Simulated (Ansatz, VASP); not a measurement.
# One calculation of TiCo3, two programs

```
CELL_PARAMETERS angstrom
3.58720 0.00000 0.00000
0.00000 3.58720 0.00000
0.00000 0.00000 3.58720
ATOMIC_POSITIONS crystal
Ti 0.00000 0.00000 0.00000
Co 0.00000 0.50000 0.50000
Co 0.50000 0.00000 0.50000
Co 0.50000 0.50000 0.00000
```

Alike in both runs: functional r2SCAN; k mesh 12 × 12 × 12; occupations gaussian, width 0.1 eV; collinear spin.

Ansatz relaxed the structure, and its values are those at the end. VASP's run is a single point on that final structure, the one shown.

|  | VASP | Ansatz |
| --- | --- | --- |
| version | VASP 6.6.1 | Ansatz 0.2.0 |
| potentials or method | VASP PAW PBE potentials, release 64 (Ti_sv, Co), cutoff 520 eV | scalar-relativistic, plane waves, PAW |
| valence electrons in the cell | 39 | 63 |

```tsv
	VASP	Ansatz	Ansatz less VASP
gap on the k mesh at the Fermi level (eV)	none	none	-
pressure (GPa)	-8.2	0.0	+8.15
net moment per atom (μB)	0.00	0.71	+0.711
size of the moment on the site where the two differ most (μB)	0.00	1.33	+1.328
```

The net moments are unlike, so the other rows may belong to different states. VASP's potentials were made for PBE, not for r2SCAN. Site moments also hang on the region over which each program counts them. A gap of «none» marks a metal or a gap that the smearing closes. VASP's potentials hold 39 valence electrons a cell and Ansatz's 63, so a difference there can come from the potentials and not from the codes.
